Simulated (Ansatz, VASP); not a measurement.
# Two plane-wave programs on C

Contents of INCAR:

```
PREC = Accurate
ENCUT = 520
EDIFF = 1E-6
ISMEAR = 0
SIGMA = 0.04
LREAL = F
LASPH = T
NELM = 120
ALGO = Normal
ISIF = 2
LWAVE = F
LCHARG = T
LDIPOL = T
IDIPOL = 3
DIPOL = 0.5 0.5 0.619
GGA = PS
IVDW = 13
LELF = T
LVHAR = T
LVACPOTAV = T
NBANDS = 11
GGA_COMPAT = F
NELMDL = -8
```

Contents of KPOINTS:

```
Automatic mesh
0
Gamma
  15 15 1
```

File POSCAR:

```
C
1.0
    2.4570611715      0.0000000000      0.0000000000
   -1.2285305858      2.1278773932      0.0000000000
    0.0000000000      0.0000000000     20.8458746732
C
2
Direct
    1.0000000000      0.0000000000      0.6187874403
    0.3333333333      0.6666666667      0.6198856862
```

Input for Ansatz:

```yaml
crystal:
  lattice:
    - [2.4570611715, 0.0, 0.0]
    - [-1.2285305858, 2.1278773932, 0.0]
    - [0.0, 0.0, 20.8458746732]
  atoms:
    - { symbol: C, position: [1.0, 0.0, 0.6187874403] }
    - { symbol: C, position: [0.3333333333, 0.6666666667, 0.6198856862] }
basis:
  ecutwfc: 420
kpoints:
  mp_grid: { grid: [15, 15, 1] }
hamiltonian:
  xc: pbesol
  dispersion: d4
scf:
  occupations: { method: gaussian, width: 0.04 }
  n_extra_bands: 6
  max_iter: 160
output:
  forces: true
  eigenvalues: true
  write_density: true
  write_potential: true
  elf: true
  volumetric_format: npy
efield:
  axis: 3
  dipole_correction: true
```

Alike in both runs: task single point; functional PBEsol; dispersion D4; k mesh 15 × 15 × 1; occupations gaussian, width 0.04 eV; no spin polarisation.

|  | VASP | Ansatz |
| --- | --- | --- |
| version | VASP 6.6.1 | Ansatz 0.2.0 |
| potentials or method | VASP PAW PBE potentials, release 64 (C), cutoff 520 eV | scalar-relativistic, plane waves, PAW |
| valence electrons in the cell | 8 | 8 |

```tsv
	VASP	Ansatz	Ansatz less VASP
gap on the k mesh at the Fermi level (eV)	none	none	-
rms of the force components (eV/Å)	0.224	0.224	+0.0010
```

VASP's potentials were made for PBE, not for PBEsol. Atom by atom the forces differ by 0.001 eV/Å (rms over components). A gap of «none» marks a metal or a gap that the smearing closes. Ansatz's warnings: xc potential rough in thin density.
